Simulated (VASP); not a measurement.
# Bi (P6/mmm) in VASP: further runs

The runs below take Bi through single point, with LDA.

All numbers are computed with VASP 6.6.1; they aren't measurements. Logs are shortened: lines on timing, memory, paths and dates and some standing lists are left out, and cuts for length are marked.

**1. The cell of the first run**

The structure is hexagonal, space group P6/mmm (No. 191). The conventional cell has a = 3.261 Å, b = 3.261 Å, c = 3.117 Å, α = 90.00°, β = 90.00°, γ = 120.00°. Within 4.1 Å of Bi (site symmetry 6/mmm) lie 8 Bi at 3.12 to 3.26 Å.

This isn't the form of Bi at room conditions, which is rhombohedral.

**2. Single point, LDA**

The input, INCAR:

```
  PREC = Accurate
  ENCUT = 500
  EDIFF = 1E-6
  ISMEAR = -1
  SIGMA = 0.1
  LREAL = False
  LASPH = True
  NELM = 120
  ALGO = Normal
  ISIF = 2
  LWAVE = False
  LCHARG = False
  GGA = CA
  NBANDS = 14
  GGA_COMPAT = False
```

The input, KPOINTS:

```
Automatic mesh
0
Gamma
  13 13 12
```

The input, POSCAR:

```
Bi
1.0
    3.2610284701      0.0000000000      0.0000000000
   -1.6305142351      2.8241334976      0.0000000000
    0.0000000000      0.0000000000      3.1173641873
Bi
1
Direct
    0.0000000000      0.0000000000      0.0000000000
```

Potentials or basis: VASP PAW LDA potentials, release 64 (Bi_d).

Run with:

```bash
cat potpaw_LDA.64/Bi_d/POTCAR > POTCAR
mpirun -np 1 vasp_std > vasp.out
```

OUTCAR:

```text
PREC = Accurate
   ENCUT = 500
   EDIFF = 1E-6
   ISMEAR = -1
   LREAL = False
   LASPH = True
   NELM = 120
   ISIF = 2
   GGA = CA

 ion  position               nearest neighbor table
   1  0.000  0.000  0.000-

  LATTYP: Found a hexagonal cell.
 ALAT       =     3.2610284701
 C/A-ratio  =     0.9559451001

  Lattice vectors:

 A1 = (   3.2610284701,   0.0000000000,   0.0000000000)
 A2 = (  -1.6305142351,   2.8241334976,   0.0000000000)
 A3 = (   0.0000000000,   0.0000000000,   3.1173641873)

Analysis of symmetry for initial positions (statically):
=====================================================================
 Subroutine PRICEL returns:
 Original cell was already a primitive cell.

 Routine SETGRP: Setting up the symmetry group for a
 hexagonal supercell.

 Subroutine GETGRP returns: Found 24 space group operations
 (whereof 24 operations were pure point group operations)
 out of a pool of 24 trial point group operations.

The static configuration has the point symmetry D_6h.

Analysis of symmetry for dynamics (positions and initial velocities):
=====================================================================
 Subroutine PRICEL returns:
 Original cell was already a primitive cell.

 Routine SETGRP: Setting up the symmetry group for a
 hexagonal supercell.

 Subroutine GETGRP returns: Found 24 space group operations
 (whereof 24 operations were pure point group operations)
 out of a pool of 24 trial point group operations.

The dynamic configuration has the point symmetry D_6h.

 Subroutine INISYM returns: Found 24 space group operations
 (whereof 24 operations are pure point group operations),
 and found     1 'primitive' translations

----------------------------------------------------------------------------------------

                                     Primitive cell

  volume of cell :      28.7096

  direct lattice vectors                    reciprocal lattice vectors
     3.261028470  0.000000000  0.000000000     0.306651723  0.177045455  0.000000000
    -1.630514235  2.824133498  0.000000000     0.000000000  0.354090910  0.000000000
     0.000000000  0.000000000  3.117364187     0.000000000  0.000000000  0.320783822

  length of vectors
     3.261028470  3.261028470  3.117364187     0.354090910  0.354090910  0.320783822

  position of ions in fractional coordinates (direct lattice)
     0.000000000  0.000000000  0.000000000

  ion indices of the primitive-cell ions
   primitive index   ion index
                 1           1

----------------------------------------------------------------------------------------

 KPOINTS: Automatic mesh

Automatic generation of k-mesh.
 Grid dimensions read from file:
 generate k-points for:   13   13   12

 Generating k-lattice:

  Cartesian coordinates                     Fractional coordinates (reciprocal lattice)
     0.023588594  0.013618881  0.000000000     0.076923077  0.000000000  0.000000000
     0.000000000  0.027237762  0.000000000     0.000000000  0.076923077  0.000000000
     0.000000000  0.000000000  0.026731985     0.000000000  0.000000000  0.083333333

  Length of vectors
     0.027237762  0.027237762  0.026731985

  Shift w.r.t. Gamma in fractional coordinates (k-lattice)
     0.000000000  0.000000000  0.000000000

 Subroutine IBZKPT returns following result:
 ===========================================

 Found    147 irreducible k-points:

 Following reciprocal coordinates:
            Coordinates               Weight
  0.000000  0.000000  0.000000      1.000000
  0.076923  0.000000  0.000000      6.000000
  0.153846  0.000000  0.000000      6.000000
  0.230769  0.000000  0.000000      6.000000
  0.307692  0.000000  0.000000      6.000000
  0.384615 -0.000000  0.000000      6.000000
[... 16 lines left out ...]
  0.076923  0.000000  0.083333     12.000000
  0.153846  0.000000  0.083333     12.000000
 [... further k-points ...]
   k-points           NKPTS =    147   k-points in BZ     NKDIM =    147   number of bands    NBANDS=     14
   number of dos      NEDOS =    301   number of ions     NIONS =      1
   total plane-waves  NPLWV =  13824
   dimension x,y,z NGX =    24 NGY =   24 NGZ =   24
   dimension x,y,z NGXF=    48 NGYF=   48 NGZF=   48
   ions per type =               1
   NGX,Y,Z   is equivalent  to a cutoff of  12.24, 12.24, 12.80 a.u.
   NGXF,Y,Z  is equivalent  to a cutoff of  24.47, 24.47, 25.60 a.u.
 SYSTEM =  unknown system
   PREC   = accura    normal or accurate (medium, high low for compatibility)
   ISTART =      0    job   : 0-new  1-cont  2-samecut
   ICHARG =      2    charge: 1-file 2-atom 10-const
   ISPIN  =      1    spin polarized calculation?
   LNONCOLLINEAR =      F non collinear calculations
   LSORBIT =      F    spin-orbit coupling
   LASPH  =      T    aspherical Exc in radial PAW
   ENCUT  =  500.0 eV  36.75 Ry    6.06 a.u.   5.95  5.95  5.68*2*pi/ulx,y,z
   NELM   =    120;   NELMIN=  2; NELMDL= -5     # of ELM steps
   EDIFF  = 0.1E-05   stopping-criterion for ELM
   LREAL  =      F    real-space projection
   EDIFFG = 0.1E-04   stopping-criterion for IOM
   NSW    =      0    number of steps for IOM
   IBRION =     -1    ionic relax: 0-MD 1-quasi-New 2-CG
   NFREE  =      0    steps in history (QN), initial steepest desc. (CG)
   ISIF   =      2    stress and relaxation
   ISYM   =      2    0-nonsym 1-usesym 2-fastsym
   POTIM  = 0.5000    time-step for ionic-motion
   TEBEG  =    0.0;   TEEND  =   0.0 temperature during run
   PSTRESS=    0.0 pullay stress
   NELECT =      15.0000    total number of electrons
   NUPDOWN=      -1.0000    fix difference up-down
   EMIN   =  10.00;   EMAX   =-10.00  energy-range for DOS
   EFERMI =   0.00;   METHOD = LEGACY
   ISMEAR =    -1;   SIGMA  =   0.10  broadening in eV -4-tet -1-fermi 0-gaus
   EFERMI_NEDOS =   21; number of points for ismear=-14 and -15
   IALGO  =     38    algorithm
   IMIX   =      4    mixing-type and parameters
     AMIX     =   0.40;   BMIX     =  1.00
     AMIX_MAG =   1.60;   BMIX_MAG =  1.00
  volume/ion in A,a.u.               =      28.71       193.74
  Fermi-wavevector in a.u.,A,eV,Ry     =   1.318549  2.491696 23.654685  1.738570
  Thomas-Fermi vector in A             =   2.448510
   LORBIT       =      0    0 simple, 1 ext, 2 COOP (PROOUT), +10 PAW based schemes
   GGA     = CA    functional components
   LHFCALC =     F    Hartree Fock is set to
   AEXX    =    0.0000 exact exchange contribution
   IVDW    =     0    specifies the selected vdW correction
   LEPSILON=     F    determine dielectric tensor
   LRPA    =     F    only Hartree local field effects (RPA)
 non-spin polarized calculation
  energy-cutoff  :      500.00
  volume of cell :       28.71
 maximum number of plane-waves:       740
 NGX is ok and might be reduce to    24
   NGX = 11   NGY = 11   NGZ = 11

 number of electron      14.9999997 magnetization

 Free energy of the ion-electron system (eV)
  ---------------------------------------------------
  ext. energy  EPLUGINS =         0.00000000
  ---------------------------------------------------
  free energy    TOTEN  =        -4.48126829 eV

  energy without entropy =       -4.46686182  energy(sigma->0) =       -4.47406505

 E-fermi :   8.7605     XC(G=0): -10.8468

 val. band max:        8.7558649172   @ k =   0.0769   0.0769   0.1667
 cond. band min:       8.7847951620   @ k =   0.3846   0.1538   0.2500
 fundamental gap:      0.0289302448
 Fermi energy:         8.7604628336

 k-point     1 :       0.0000    0.0000    0.0000
  band No.  band energies     occupation
      1     -14.5467      2.00000
      2     -14.3211      2.00000
      3     -14.3211      2.00000
      4     -14.0664      2.00000
      5     -14.0664      2.00000
      6      -5.6385      2.00000
      7      11.7932      0.00000
      8      13.7925      0.00000
      9      13.7925      0.00000
     10      16.1218      0.00000
     11      18.1309      0.00000
     12      18.4162      0.00000
     13      20.2301      0.00000
     14      20.2301      0.00000

 k-point     2 :       0.0769    0.0000    0.0000
  band No.  band energies     occupation
      1     -14.5384      2.00000
      2     -14.3234      2.00000
      3     -14.3053      2.00000
      4     -14.0730      2.00000
      5     -14.0680      2.00000
      6      -5.5272      2.00000
      7      11.9210      0.00000
      8      12.5725      0.00000
      9      13.4726      0.00000
     10      16.2426      0.00000
     11      17.4674      0.00000
     12      19.3163      0.00000
     13      20.6896      0.00000
     14      21.5240      0.00000

 k-point     3 :       0.1538    0.0000    0.0000
  band No.  band energies     occupation
      1     -14.5179      2.00000
      2     -14.3279      2.00000
      3     -14.2614      2.00000
      4     -14.0915      2.00000
      5     -14.0724      2.00000
      6      -5.1949      2.00000
      7      10.3399      0.00000
      8      12.2956      0.00000
      9      12.7334      0.00000
     10      16.3723      0.00000
     11      16.7032      0.00000
     12      20.9584      0.00000
     13      21.8371      0.00000
     14      24.0275      0.00000
[... 324 lines left out ...]
 k-point    23 :       0.0769    0.0000    0.0833
  band No.  band energies     occupation
      1     -14.5123      2.00000
      2     -14.3223      2.00000
      3     -14.3042      2.00000
      4     -14.0818      2.00000
      5     -14.0765      2.00000
      6      -5.4263      2.00000
      7      10.6595      0.00000
      8      12.6970      0.00000
      9      13.5950      0.00000
     10      17.5106      0.00000
     11      17.6959      0.00000
     12      19.3652      0.00000
     13      20.7541      0.00000
     14      21.5793      0.00000

 k-point    24 :       0.1538    0.0000    0.0833
  band No.  band energies     occupation
      1     -14.4919      2.00000
      2     -14.3262      2.00000
      3     -14.2604      2.00000
      4     -14.1008      2.00000
      5     -14.0811      2.00000
      6      -5.0944      2.00000
      7      10.4427      0.00000
      8      11.0312      0.00000
      9      12.8519      0.00000
     10      16.6495      0.00000
     11      17.9182      0.00000
     12      21.0001      0.00000
     13      21.9074      0.00000
     14      23.9719      0.00000

 [... further k-points ...]
[... 5 lines left out ...]
  --------------------------------------------------------------------------------------
  -------------------------------------------------------------------------------------
  Total        1.1452488      1.1452488      1.1382431     -0.0000000      0.0000000     -0.0000000
  in kB       63.9120957     63.9120957     63.5211351     -0.0000000      0.0000000     -0.0000000
  external PRESSURE =      63.7817755 kB  Pullay stress =       0.0000000 kB

 VOLUME and BASIS-vectors are now :
 -----------------------------------------------------------------------------
  energy-cutoff  :      500.00
  volume of cell :       28.71
      direct lattice vectors                 reciprocal lattice vectors
     3.261028470  0.000000000  0.000000000     0.306651723  0.177045455  0.000000000
    -1.630514235  2.824133498  0.000000000     0.000000000  0.354090910  0.000000000
     0.000000000  0.000000000  3.117364187     0.000000000  0.000000000  0.320783822

 POSITION                                       TOTAL-FORCE (eV/Angst)
 -----------------------------------------------------------------------------------
      0.00000      0.00000      0.00000         0.000000      0.000000      0.000000
 -----------------------------------------------------------------------------------
    total drift:                                0.000000      0.000000      0.000000

  FREE ENERGIE OF THE ION-ELECTRON SYSTEM (eV)
  ---------------------------------------------------
  free  energy   TOTEN  =        -4.4812682900 eV

  energy  without entropy=       -4.4668618199  energy(sigma->0) =       -4.47406505
```

It took 23 s on 1 thread of Intel Xeon 8259CL, shared host; peak memory 0.16 GiB.

Results:

```yaml
Free_energy: -4.4813 eV
Pressure: 6.4 GPa
Band_gap_on_the_k_mesh: zero (an odd number of electrons rules out a gap without spin polarisation)
```

Levels at points of the mesh, in eV from the Fermi level:
| k point | band 4 | band 5 | band 6 | band 7 | band 8 | band 9 | band 10 | band 11 |
| --- | --- | --- | --- | --- | --- | --- | --- | --- |
| (0.00, 0.00, 0.00) | -22.83 | -22.83 | -14.40 | 3.03 | 5.03 | 5.03 | 7.36 | 9.37 |
| (0.00, 0.00, 0.50) | -22.95 | -22.92 | -12.05 | -6.13 | 7.47 | 7.47 | 10.81 | 11.15 |

Caveat: the cell stands under pressure; spin-orbit coupling is left out, which moves the levels of the heavy elements.

**3. Single point, LDA**

The input, INCAR:

```
SYSTEM = Bi
ALGO = Normal ; EDIFF = 1E-6
ENCUT = 500 ; GGA_COMPAT = .FALSE.
ISIF = 2 ; ISMEAR = -1
LASPH = .TRUE. ; LCHARG = .FALSE.
LREAL = .FALSE. ; LWAVE = .FALSE.
NBANDS = 14 ; NELM = 120
PREC = Accurate ; SIGMA = 0.1
```

The input, KPOINTS:

```
k-points
0
G
  13 13 12
  0 0 0
```

The input, POSCAR:

```
Bi
1.0
    3.2614543534      0.0000000000      0.0000000000
   -1.6307271767      2.8245023233      0.0000000000
    0.0000000000      0.0000000000      3.1175850797
Bi
1
Direct
    0.0000000000      0.0000000000      0.0000000000
```

Potentials or basis: VASP PAW LDA potentials, release 64 (Bi_d).

Run with:

```bash
cat potpaw_LDA.64/Bi_d/POTCAR > POTCAR
mpirun -np 1 vasp_std > vasp.out
```

Run time: 32 s. Hardware: 1 thread of Intel Xeon 8259CL, shared host; peak memory 0.16 GiB.

The run converged. Its results:

```
Free energy            : -4.4817 eV
Pressure               : 6.3 GPa
Band gap on the k mesh : zero (an odd number of electrons rules out a gap without spin polarisation)
```

Levels at points of the mesh, in eV from the Fermi level:
| k point | band 5 | band 6 | band 7 | band 8 | band 9 | band 10 |
| --- | --- | --- | --- | --- | --- | --- |
| (0.00, 0.00, 0.00) | -22.83 | -14.40 | 3.03 | 5.03 | 5.03 | 7.36 |
| (0.00, 0.00, 0.50) | -22.92 | -12.05 | -6.13 | 7.47 | 7.47 | 10.81 |

Caveat: the cell stands under pressure; spin-orbit coupling is left out, which moves the levels of the heavy elements.
